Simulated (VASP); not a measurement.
Here is a VASP 6.6.1 calculation.

The input POSCAR:

```
SnO
1.0
    0.0000000000      2.7217558045      2.7217558045
    2.7217558045      0.0000000000      2.7217558045
    2.7217558045      2.7217558045      0.0000000000
Sn O
1 1
Direct
    0.0000000000      0.0000000000      0.0000000000
    0.2500000000      0.2500000000      0.2500000000
```

File INCAR.step1:

```
PREC = Accurate
ENCUT = 520
ISMEAR = -1
SIGMA = 0.02
LREAL = F
LASPH = T
NELM = 80
NBANDS = 17
GGA = PE
ALGO = Normal
EDIFF = 1E-4
LWAVE = T
LCHARG = F
```

INCAR.step2

```
PREC = Accurate
ENCUT = 520
EDIFF = 1E-7
ISMEAR = -1
SIGMA = 0.02
LREAL = F
LASPH = T
NELM = 80
ALGO = Normal
ISIF = 2
LWAVE = F
LCHARG = F
METAGGA = R2SCAN
LMIXTAU = T
NBANDS = 17
ISTART = 1
```

KPOINTS

```
Automatic mesh
0
Gamma
  8 8 8
```

Potentials or basis: VASP PAW PBE potentials, release 64 (Sn_d, O).

Command:

```console
$ cat potpaw_PBE.64/Sn_d/POTCAR potpaw_PBE.64/O/POTCAR > POTCAR
$ cp INCAR.step1 INCAR
$ mpirun -np 1 vasp_std > vasp.out
$ cp INCAR.step2 INCAR
$ mpirun -np 1 vasp_std > vasp.out
```

Question: Predict the pressure.

Answer: -0.7 GPa.

Question: Predict the band gap on the k mesh.

Answer: Zero (bands 10 and 11 overlap by 0.19 eV).

Caveat: the cell differs from its parent crystal (strain +0.5%); the structure was generated, so it needn't be the stable form of SnO; semilocal functionals underestimate gaps, and a narrow one can read as zero; the PAW data sets were made with another functional, which shifts forces and pressure a little; spin-orbit coupling is left out, which moves the levels of the heavy elements.
